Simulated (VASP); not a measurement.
Here is a VASP 6.6.1 calculation.

Contents of INCAR:

```
ALGO     = Normal         # electronic algorithm
EDIFF    = 1E-6           # SCF threshold, eV
ENCUT    = 500            # plane-wave cutoff, eV
GGA_COMPAT= F            
ISIF     = 2              # what is computed and relaxed
ISMEAR   = 0              # smearing method
LASPH    = T              # aspherical terms in the spheres
LCHARG   = T              # write CHGCAR
LELF     = T              # ELF
LREAL    = F              # projectors in reciprocal space
LVHAR    = T            
LWAVE    = F              # write WAVECAR
NBANDS   = 8              # bands
NELM     = 120            # most SCF steps
PREC     = Accurate       # precision mode
SIGMA    = 0.15           # smearing width, eV
```

Contents of KPOINTS:

```
k-points
0
Gamma
  22 22 22
```

POSCAR

```
Al
1.0
   -1.3952102565      1.3952102565      2.0272405027
    1.3952102565     -1.3952102565      2.0272405027
    1.3952102565      1.3952102565     -2.0272405027
Al
1
Direct
    0.0000000000      0.0000000000      0.0000000000
```

Potentials or basis: VASP PAW LDA potentials, release 64 (Al).

Run with:

```sh
$ cat potpaw_LDA.64/Al/POTCAR > POTCAR
$ mpirun -np 1 vasp_std > vasp.out
```

Task: What does it give for the pressure?

Result: 0.2 GPa.

Task: What does it give for the band gap on the k mesh?

Result: Zero (an odd number of electrons rules out a gap without spin polarisation).

Stress tensor (GPa, compression positive):
```
 0.93  0.00  0.00
 0.00  0.93  0.00
 0.00  0.00 -1.18
```
